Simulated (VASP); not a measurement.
Co: single point with PBE

The system is Co.

```
Co
1.0
     2.44353    0.00000    0.00000
    -1.22176    2.11616    0.00000
     0.00000    0.00000    3.94858
Co
2
Direct
  0.33333 0.66667 0.25000
  0.66667 0.33333 0.75000
```

- Program: VASP 6.6.1
- Task: single point
- Functional: PBE
- Potentials or basis: VASP PAW PBE potentials, release 64 (Co)
- Cutoff: 520 eV
- k mesh: 21 × 21 × 10
- Occupations: gaussian, width 0.1 eV
- Spin: collinear spin, ferromagnetic start
- Starting moments: [1.86, 1.86] μB
- Dipole correction: no
- Further INCAR settings: ALGO = Normal; EDIFF = 1e-07; NBANDS = 20

* Pressure: 14.0 GPa
* Net moment: 3.09 μB per cell
* Site moments: Co +1.56 μB
* Valence electrons inside the program's atomic spheres: Co 8.40

Stress tensor (GPa, compression positive):
```
14.01  0.00  0.00
 0.00 14.01  0.00
 0.00  0.00 13.87
```

Levels at points of the mesh, in eV from the Fermi level:
Spin up:
```
           k point  band 7  band 8  band 9  band 10  band 11  band 12  band 13  band 14
(0.00, 0.00, 0.00)   -2.31   -1.93   -1.93    -0.72    -0.72    -0.08     6.95    22.49
(0.00, 0.00, 0.50)   -2.73   -2.73   -1.06    -1.06    -1.06    -1.06    15.77    15.77
```
Spin down:
```csv
k point,band 5,band 6,band 7,band 8,band 9,band 10
"(0.00, 0.00, 0.00)",-1.08,-0.68,-0.68,-0.22,-0.22,-0.13
"(0.00, 0.00, 0.50)",-1.15,-1.15,-1.15,-1.15,0.74,0.74
```

Wall time 93 s on 1 thread of AMD EPYC 9R45 96-Core Processor (Zen 5), with other jobs on the host, peak memory 0.23 GiB.

Caveat: the cell stands under pressure.
